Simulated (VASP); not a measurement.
# Cu (P6_3/mmc) in VASP: further runs

The runs below take Cu through single point, with BLYP, PBEsol, LDA.

Program: VASP 6.6.1. These are calculated values, not measurements. Logs are shortened: lines on timing, memory, paths and dates and some standing lists are left out, and cuts for length are marked.

## 1. The cell of the first run

It takes space group P6_3/mmc (No. 194, hexagonal). The conventional cell has a = 2.531 Å, b = 2.531 Å, c = 8.262 Å, α = 90.00°, β = 90.00°, γ = 120.00°. Within 3.3 Å of Cu (site symmetry -3m) lie 12 Cu at 2.53 Å. Cu (site symmetry -6m2) has 12 Cu at 2.53 Å within 3.3 Å.

## 2. Single point, BLYP

INCAR

```
SYSTEM = Cu
  AGGAC = 1.0
  AGGAX = 1.0
  ALDAC = 0.0
  ALDAX = 1.0
  ALGO = Normal
  EDIFF = 1E-6
  ENCUT = 520
  GGA = B5
  ISIF = 2
  ISMEAR = 0
  LASPH = .True.
  LCHARG = .False.
  LREAL = .False.
  LWAVE = .False.
  NBANDS = 30
  NELM = 100
  PREC = Accurate
  SIGMA = 0.1
```

KPOINTS

```
k-points
0
Gamma
  10 10 3
  0 0 0
```

POSCAR

```
Cu
1.0
    2.5307640000      0.0000000000      0.0000000000
   -1.2653820000      2.1917060000      0.0000000000
    0.0000000000      0.0000000000      8.2618150000
Cu
4
Direct
    0.0000000000      0.0000000000      0.0000000000
    0.3333333333      0.6666666667      0.2500000000
    0.0000000000      0.0000000000      0.5000000000
    0.6666666667      0.3333333333      0.7500000000
```

Potentials or basis: VASP PAW PBE potentials, release 64 (Cu).

The run is started by

```bash
$ cat potpaw_PBE.64/Cu/POTCAR > POTCAR
$ mpirun -np 1 vasp_std > vasp.out
```

OUTCAR:

```text
SYSTEM = Cu
   EDIFF = 1E-6
   ENCUT = 520
   GGA = B5
   ISIF = 2
   ISMEAR = 0
   LASPH = .True.
   LREAL = .False.
   NELM = 100
   PREC = Accurate

 ion  position               nearest neighbor table
   1  0.000  0.000  0.000-   2 2.53   4 2.53   4 2.53   2 2.53   4 2.53   2 2.53
   2  0.333  0.667  0.250-   1 2.53   3 2.53   1 2.53   3 2.53   1 2.53   3 2.53
   3  0.000  0.000  0.500-   2 2.53   4 2.53   4 2.53   2 2.53   4 2.53   2 2.53
   4  0.667  0.333  0.750-   1 2.53   3 2.53   1 2.53   3 2.53   1 2.53   3 2.53

  LATTYP: Found a hexagonal cell.
 ALAT       =     2.5307640000
 C/A-ratio  =     3.2645537079

  Lattice vectors:

 A1 = (   2.5307640000,   0.0000000000,   0.0000000000)
 A2 = (  -1.2653820000,   2.1917060000,   0.0000000000)
 A3 = (   0.0000000000,   0.0000000000,   8.2618150000)

Analysis of symmetry for initial positions (statically):
=====================================================================
 Subroutine PRICEL returns:
 Original cell was already a primitive cell.

 Routine SETGRP: Setting up the symmetry group for a
 hexagonal supercell.

 Subroutine GETGRP returns: Found 24 space group operations
 (whereof 12 operations were pure point group operations)
 out of a pool of 24 trial point group operations.

The static configuration has the point symmetry D_3d.
 The point group associated with its full space group is D_6h.

Analysis of symmetry for dynamics (positions and initial velocities):
=====================================================================
 Subroutine PRICEL returns:
 Original cell was already a primitive cell.

 Routine SETGRP: Setting up the symmetry group for a
 hexagonal supercell.

 Subroutine GETGRP returns: Found 24 space group operations
 (whereof 12 operations were pure point group operations)
 out of a pool of 24 trial point group operations.

The dynamic configuration has the point symmetry D_3d.
 The point group associated with its full space group is D_6h.

 Subroutine INISYM returns: Found 24 space group operations
 (whereof 12 operations are pure point group operations),
 and found     1 'primitive' translations

----------------------------------------------------------------------------------------

                                     Primitive cell

  volume of cell :      45.8257

  direct lattice vectors                    reciprocal lattice vectors
     2.530764000  0.000000000  0.000000000     0.395137595  0.228132788  0.000000000
    -1.265382000  2.191706000  0.000000000     0.000000000  0.456265576  0.000000000
     0.000000000  0.000000000  8.261815000     0.000000000  0.000000000  0.121038779

  length of vectors
     2.530764000  2.530764074  8.261815000     0.456265589  0.456265576  0.121038779

  position of ions in fractional coordinates (direct lattice)
     0.000000000  0.000000000  0.000000000
     0.333333333  0.666666667  0.250000000
     0.000000000  0.000000000  0.500000000
     0.666666667  0.333333333  0.750000000

  ion indices of the primitive-cell ions
   primitive index   ion index
                 1           1
                 2           2
                 3           3
                 4           4

----------------------------------------------------------------------------------------

 KPOINTS: k-points

Automatic generation of k-mesh.
 Grid dimensions read from file:
 generate k-points for:   10   10    3

 Generating k-lattice:

  Cartesian coordinates                     Fractional coordinates (reciprocal lattice)
     0.039513759  0.022813279  0.000000000     0.100000000  0.000000000  0.000000000
     0.000000000  0.045626558  0.000000000     0.000000000  0.100000000  0.000000000
     0.000000000  0.000000000  0.040346260     0.000000000  0.000000000  0.333333333

  Length of vectors
     0.045626559  0.045626558  0.040346260

  Shift w.r.t. Gamma in fractional coordinates (k-lattice)
     0.000000000  0.000000000  0.000000000

 Subroutine IBZKPT returns following result:
 ===========================================

 Found     28 irreducible k-points:

 Following reciprocal coordinates:
            Coordinates               Weight
  0.000000  0.000000  0.000000      1.000000
  0.100000  0.000000  0.000000      6.000000
  0.200000  0.000000  0.000000      6.000000
  0.300000  0.000000  0.000000      6.000000
  0.400000  0.000000  0.000000      6.000000
  0.500000  0.000000  0.000000      3.000000
[... 16 lines left out ...]
  0.300000  0.100000  0.333333     24.000000
  0.400000  0.100000  0.333333     24.000000
 [... further k-points ...]
   k-points           NKPTS =     28   k-points in BZ     NKDIM =     28   number of bands    NBANDS=     30
   number of dos      NEDOS =    301   number of ions     NIONS =      4
   total plane-waves  NPLWV =  25600
   dimension x,y,z NGX =    20 NGY =   20 NGZ =   64
   dimension x,y,z NGXF=    40 NGYF=   40 NGZF=  128
   ions per type =               4
   NGX,Y,Z   is equivalent  to a cutoff of  13.14, 13.14, 12.88 a.u.
   NGXF,Y,Z  is equivalent  to a cutoff of  26.28, 26.28, 25.76 a.u.
 SYSTEM =  Cu
   PREC   = accura    normal or accurate (medium, high low for compatibility)
   ISTART =      0    job   : 0-new  1-cont  2-samecut
   ICHARG =      2    charge: 1-file 2-atom 10-const
   ISPIN  =      1    spin polarized calculation?
   LNONCOLLINEAR =      F non collinear calculations
   LSORBIT =      F    spin-orbit coupling
   LASPH  =      T    aspherical Exc in radial PAW
   ENCUT  =  520.0 eV  38.22 Ry    6.18 a.u.   4.71  4.71 15.36*2*pi/ulx,y,z
   NELM   =    100;   NELMIN=  2; NELMDL= -5     # of ELM steps
   EDIFF  = 0.1E-05   stopping-criterion for ELM
   LREAL  =      F    real-space projection
   EDIFFG = 0.1E-04   stopping-criterion for IOM
   NSW    =      0    number of steps for IOM
   IBRION =     -1    ionic relax: 0-MD 1-quasi-New 2-CG
   NFREE  =      0    steps in history (QN), initial steepest desc. (CG)
   ISIF   =      2    stress and relaxation
   ISYM   =      2    0-nonsym 1-usesym 2-fastsym
   POTIM  = 0.5000    time-step for ionic-motion
   TEBEG  =    0.0;   TEEND  =   0.0 temperature during run
   PSTRESS=    0.0 pullay stress
   NELECT =      44.0000    total number of electrons
   NUPDOWN=      -1.0000    fix difference up-down
   EMIN   =  10.00;   EMAX   =-10.00  energy-range for DOS
   EFERMI =   0.00;   METHOD = LEGACY
   ISMEAR =     0;   SIGMA  =   0.10  broadening in eV -4-tet -1-fermi 0-gaus
   EFERMI_NEDOS =   21; number of points for ismear=-14 and -15
   IALGO  =     38    algorithm
   IMIX   =      4    mixing-type and parameters
     AMIX     =   0.40;   BMIX     =  1.00
     AMIX_MAG =   1.60;   BMIX_MAG =  1.00
  volume/ion in A,a.u.               =      11.46        77.31
  Fermi-wavevector in a.u.,A,eV,Ry     =   1.615062  3.052025 35.489789  2.608426
  Thomas-Fermi vector in A             =   2.709870
   LORBIT       =      0    0 simple, 1 ext, 2 COOP (PROOUT), +10 PAW based schemes
   GGA     = B5    functional components
   LHFCALC =     F    Hartree Fock is set to
   AEXX    =    0.0000 exact exchange contribution
   IVDW    =     0    specifies the selected vdW correction
   LEPSILON=     F    determine dielectric tensor
   LRPA    =     F    only Hartree local field effects (RPA)
 non-spin polarized calculation
 Gauss-broadening in eV      SIGMA  =   0.10
  energy-cutoff  :      520.00
  volume of cell :       45.83
 maximum number of plane-waves:      1255
 NGX is ok and might be reduce to    20
   NGX =  9   NGY =  9   NGZ = 31

 number of electron      43.9999989 magnetization

 Free energy of the ion-electron system (eV)
  ---------------------------------------------------
  ext. energy  EPLUGINS =         0.00000000
  ---------------------------------------------------
  free energy    TOTEN  =       -11.65332391 eV

  energy without entropy =      -11.64768515  energy(sigma->0) =      -11.65050453

 E-fermi :   8.4508     XC(G=0): -12.3307

 val. band max:        8.3727172525   @ k =   0.3000   0.0000   0.3333
 cond. band min:       8.5423176416   @ k =   0.4000   0.1000   0.3333
 fundamental gap:      0.1696003890
 Fermi energy:         8.4507569664

 k-point     1 :       0.0000    0.0000    0.0000
  band No.  band energies     occupation
      1      -1.0317      2.00000
      2       1.1182      2.00000
      3       1.1373      2.00000
      4       3.1643      2.00000
      5       5.0100      2.00000
      6       5.0157      2.00000
[... 22 lines left out ...]
     29      30.6436      0.00000
     30      30.6460      0.00000

 k-point     2 :       0.1000    0.0000    0.0000
  band No.  band energies     occupation
      1      -0.7019      2.00000
      2       1.4104      2.00000
      3       1.4288      2.00000
      4       3.3554      2.00000
      5       4.8607      2.00000
      6       4.9298      2.00000
[... 22 lines left out ...]
     29      28.1815      0.00000
     30      28.2208      0.00000

 k-point     3 :       0.2000    0.0000    0.0000
  band No.  band energies     occupation
      1       0.2508      2.00000
      2       2.1942      2.00000
      3       2.2098      2.00000
      4       3.7952      2.00000
      5       4.6311      2.00000
      6       4.7447      2.00000
[... 22 lines left out ...]
     29      23.5265      0.00000
     30      23.6533      0.00000

 k-point     4 :       0.3000    0.0000    0.0000
  band No.  band energies     occupation
      1       1.6625      2.00000
      2       3.0316      2.00000
      3       3.0469      2.00000
      4       3.9919      2.00000
      5       4.4213      2.00000
      6       4.5163      2.00000
[... 616 lines left out ...]
     29      22.2066      0.00000
     30      22.9017      0.00000

 k-point    23 :       0.3000    0.1000    0.3333
  band No.  band energies     occupation
      1       2.7063      2.00000
      2       3.0203      2.00000
      3       3.7424      2.00000
      4       4.0219      2.00000
      5       4.1659      2.00000
      6       4.2913      2.00000
[... 22 lines left out ...]
     29      20.6283      0.00000
     30      20.9727      0.00000

 k-point    24 :       0.4000    0.1000    0.3333
  band No.  band energies     occupation
      1       3.3872      2.00000
      2       3.5097      2.00000
      3       3.6769      2.00000
      4       3.8411      2.00000
      5       4.0586      2.00000
      6       4.1458      2.00000
[... 22 lines left out ...]
     29      19.8009      0.00000
     30      20.0738      0.00000

 [... further k-points ...]
[... 5 lines left out ...]
  --------------------------------------------------------------------------------------
  -------------------------------------------------------------------------------------
  Total        4.7324484      4.7324487      4.3934672     -0.0000000      0.0000000      0.0000000
  in kB      165.4577280    165.4577409    153.6061338     -0.0000000      0.0000000      0.0000000
  external PRESSURE =     161.5072009 kB  Pullay stress =       0.0000000 kB

 VOLUME and BASIS-vectors are now :
 -----------------------------------------------------------------------------
  energy-cutoff  :      520.00
  volume of cell :       45.83
      direct lattice vectors                 reciprocal lattice vectors
     2.530764000  0.000000000  0.000000000     0.395137595  0.228132788  0.000000000
    -1.265382000  2.191706000  0.000000000     0.000000000  0.456265576  0.000000000
     0.000000000  0.000000000  8.261815000     0.000000000  0.000000000  0.121038779

 POSITION                                       TOTAL-FORCE (eV/Angst)
 -----------------------------------------------------------------------------------
      0.00000      0.00000      0.00000         0.000000      0.000000     -0.000000
     -0.00000      1.46114      2.06545        -0.000000      0.000000      0.000000
      0.00000      0.00000      4.13091         0.000000      0.000000     -0.000000
      1.26538      0.73057      6.19636         0.000000      0.000000      0.000000
 -----------------------------------------------------------------------------------
    total drift:                                0.000000     -0.000000      0.000000

  FREE ENERGIE OF THE ION-ELECTRON SYSTEM (eV)
  ---------------------------------------------------
  free  energy   TOTEN  =       -11.6533239053 eV

  energy  without entropy=      -11.6476851465  energy(sigma->0) =      -11.65050453
```

Wall time 40 s (1 thread of Intel Xeon 6975P-C (Granite Rapids), shared host); peak memory 0.17 GiB.

Results:

| Item | Value |
| --- | --- |
| Free energy | -11.6533 eV |
| Pressure | 16.2 GPa |
| Band gap on the k mesh | zero (band 22 reaches 11.63 eV, above the bottom of band 23 at 6.61 eV) |

Stress tensor (GPa, compression positive):
```
16.55  0.00  0.00
 0.00 16.55  0.00
 0.00  0.00 15.36
```

Caveat: the PAW data sets were made with another functional, which shifts forces and pressure a little.

## 3. Single point, PBEsol

INCAR

```
PREC = Accurate ; ENCUT = 520
EDIFF = 1E-7 ; ISMEAR = 0
SIGMA = 0.1 ; LREAL = False
LASPH = True ; NELM = 60
ALGO = Normal ; ISIF = 2
LWAVE = False ; LCHARG = False
GGA = PS ; NBANDS = 30
```

KPOINTS

```
Automatic mesh
0
Gamma
  10 10 3
```

POSCAR is that of step 2.

Potentials or basis: VASP PAW PBE potentials, release 64 (Cu).

The run is started by

```bash
$ cat potpaw_PBE.64/Cu/POTCAR > POTCAR
$ mpirun -np 1 vasp_std > vasp.out
```

Wall time 28 s (1 thread of Intel Xeon 6975P-C (Granite Rapids), shared host); peak memory 0.17 GiB.

The run converged. Its results:

```
Free energy            : -17.1946 eV
Pressure               : -1.1 GPa
Band gap on the k mesh : zero (band 22 reaches 10.85 eV, above the bottom of band 23 at 6.03 eV)
```

Stress tensor (GPa, compression positive):
```
-0.70  0.00  0.00
 0.00 -0.70  0.00
 0.00  0.00 -1.84
```

Levels at points of the mesh, in eV from the Fermi level:
```csv
k point,band 21,band 22,band 23,band 24,band 25,band 26
"(0.00, 0.00, 0.00)",-1.95,-1.65,-1.65,-1.09,3.94,12.72
"(0.50, 0.00, 0.00)",-0.66,0.37,1.00,1.58,4.75,4.77
```

Caveat: the PAW data sets were made with another functional, which shifts forces and pressure a little.

## 4. Single point, LDA

INCAR

```
ALGO = Normal
EDIFF = 1E-6
ENCUT = 520
GGA = CA
ISIF = 2
ISMEAR = 0
LASPH = True
LCHARG = False
LREAL = False
LWAVE = False
NBANDS = 30
NELM = 100
PREC = Accurate
SIGMA = 0.1
```

KPOINTS

```
k-points
0
Gamma
  10 10 3
```

POSCAR is that of step 3.

Potentials or basis: VASP PAW LDA potentials, release 64 (Cu).

The run is started by

```bash
$ cat potpaw_LDA.64/Cu/POTCAR > POTCAR
$ mpirun -np 1 vasp_std > vasp.out
```

Run time: 20 s. Hardware: 1 thread of Intel Xeon 6975P-C (Granite Rapids), shared host; peak memory 0.15 GiB.

It converged, with:

```
Free energy            : -18.7423 eV
Pressure               : -7.4 GPa
Band gap on the k mesh : zero (band 22 reaches 10.82 eV, above the bottom of band 23 at 5.94 eV)
```

Stress tensor (GPa, compression positive):
```
-7.04  0.00  0.00
 0.00 -7.04  0.00
 0.00  0.00 -8.23
```

Levels at points of the mesh, in eV from the Fermi level:
```tsv
k point	band 20	band 21	band 22	band 23	band 24	band 25	band 26	band 27
(0.00, 0.00, 0.00)	-2.00	-2.00	-1.69	-1.69	-1.03	3.92	12.74	12.74
(0.50, 0.00, 0.00)	-1.54	-0.61	0.41	1.01	1.59	4.73	4.76	8.68
```

## 5. Summary

```csv
level,potentials or basis,gap on the mesh (eV),pressure (GPa)
BLYP,"VASP PAW PBE potentials, release 64 (Cu)",none,16.2
PBEsol,"VASP PAW PBE potentials, release 64 (Cu)",none,-1.1
LDA,"VASP PAW LDA potentials, release 64 (Cu)",none,-7.4
```

Alike in all rows: task single point; no spin polarisation; cell as given; k mesh 10 × 10 × 3; cutoff (eV) 520; smearing gaussian 0.1 eV.

Caveats: the PAW data sets were made with another functional, which shifts forces and pressure a little (some runs).

Total energies depend on the potentials used, so only differences within one code and one set of settings carry meaning.
